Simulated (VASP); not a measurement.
## Mo: single point with PBE

Mo:

```
CELL_PARAMETERS angstrom
-1.51257 1.51257 1.51257
1.51257 -1.51257 1.51257
1.51257 1.51257 -1.51257
ATOMIC_POSITIONS crystal
Mo 0.00000 0.00000 0.00000
```

- Program: VASP 6.6.1
- Task: single point
- Functional: PBE
- Potentials or basis: VASP PAW PBE potentials, release 64 (Mo_sv)
- Cutoff: 520 eV
- k mesh: 28 × 28 × 28
- Occupations: fermi-dirac, width 0.15 eV
- Spin: no spin polarisation
- Dipole correction: no
- Further INCAR settings: ALGO = Normal; EDIFF = 1e-06; NBANDS = 13

| Property | Result |
| --- | --- |
| Pressure | 45.9 GPa |
| Band gap on the k mesh | zero (band 7 reaches 19.38 eV, above the bottom of band 8 at 13.03 eV) |

Levels at points of the mesh, in eV from the Fermi level:
```
           k point  band 4  band 5  band 6  band 7  band 8  band 9  band 10  band 11
(0.00, 0.00, 0.00)  -34.28   -7.61   -1.65   -1.65   -1.65    1.86     1.86    14.96
(0.50, 0.00, 0.00)  -34.30   -6.12   -4.05    1.97    2.16    2.71     5.64    12.16
(0.50, 0.50, 0.50)  -35.66   -6.48   -6.48    4.70    4.70    4.70    10.06    10.06
```

Run time: 57 s on 1 thread of Intel Xeon 6975P-C (shared host), peak memory 0.21 GiB.
